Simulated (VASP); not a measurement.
Here is a VASP 6.6.1 calculation.

File POSCAR:

```
MgO
1.0
    0.0000000000      2.1021619042      2.1021619042
    2.1021619042      0.0000000000      2.1021619042
    2.1021619042      2.1021619042      0.0000000000
Mg O
1 1
Direct
    0.0000000000      0.0000000000      0.0000000000
    0.5000000000      0.5000000000      0.5000000000
```

The input INCAR.step1:

```
ALGO = Normal
EDIFF = 1E-4
ENCUT = 520
GGA = PE
ISMEAR = 0
LASPH = T
LCHARG = F
LREAL = F
LWAVE = T
NBANDS = 11
NELM = 80
PREC = Accurate
SIGMA = 0.01
```

File INCAR.step2:

```
ALGO = Normal
EDIFF = 1E-6
ENCUT = 520
ISIF = 2
ISMEAR = 0
ISTART = 1
LASPH = T
LCHARG = F
LMIXTAU = T
LREAL = F
LWAVE = F
METAGGA = R2SCAN
NBANDS = 11
NELM = 80
PREC = Accurate
SIGMA = 0.01
```

The input KPOINTS:

```
k-points
0
Gamma
  8 8 8
```

Potentials or basis: VASP PAW PBE potentials, release 64 (Mg, O).

Command:

```console
$ cat potpaw_PBE.64/Mg/POTCAR potpaw_PBE.64/O/POTCAR > POTCAR
$ cp INCAR.step1 INCAR
$ mpirun -np 1 vasp_std > vasp.out
$ cp INCAR.step2 INCAR
$ mpirun -np 1 vasp_std > vasp.out
```

Task: Predict the pressure.

Result: -1.1 GPa.

Task: Predict the band gap on the k mesh.

Result: 5.66 eV, direct.

Caveat: the PAW data sets were made with another functional, which shifts forces and pressure a little.

**Measured values to compare with.**

From “Electronic structure of alkaline earth and post-transition metal oxides”, 2009, arxiv:0908.1581, for a bulk crystal of MgO: band gap 7.83 eV.

Measured gap of MgO: 7.83 eV (quoted in “Electronic structure of alkaline earth and post-transition metal oxides”, 2009, arxiv:0908.1581). This calculation gives 5.66 eV (-2.17 eV). The value is that of r2SCAN, without temperature or zero-point motion.
